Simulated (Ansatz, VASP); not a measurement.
Two plane-wave programs on Mg3Te2O

```
CELL_PARAMETERS angstrom
5.59779 0.00000 0.00000
-2.79890 4.84783 0.00000
0.00000 0.00000 5.34654
ATOMIC_POSITIONS crystal
Mg 0.50000 0.00000 0.00000
Mg 0.00000 0.50000 0.00000
Mg 0.50000 0.50000 0.00000
Te 0.33333 0.66667 0.50000
Te 0.66667 0.33333 0.50000
O 0.00000 0.00000 0.00000
```

Alike in both runs: functional PBE; k mesh 6 × 6 × 4; occupations gaussian, width 0.1 eV; no spin polarisation.

Ansatz relaxed the structure, and its values are those at the end. VASP's run is a single point on that final structure, the one shown.

```csv
,VASP,Ansatz
version,VASP 6.6.1,Ansatz 0.2.0
potentials or method,"VASP PAW PBE potentials, release 64 (Mg, Te, O), cutoff 520 eV","scalar-relativistic, plane waves, PAW"
valence electrons in the cell,24,68
```

|  | VASP | Ansatz | Ansatz less VASP |
| --- | --- | --- | --- |
| gap on the k mesh at the Fermi level (eV) | none | none | - |
| pressure (GPa) | -0.1 | -0.1 | +0.07 |

A gap of «none» marks a metal or a gap that the smearing closes. The functional is the same, so the differences come from potentials, cutoffs and numerics. VASP's potentials hold 24 valence electrons a cell and Ansatz's 68, so a difference there can come from the potentials and not from the codes.

Neither program's run includes spin-orbit coupling.
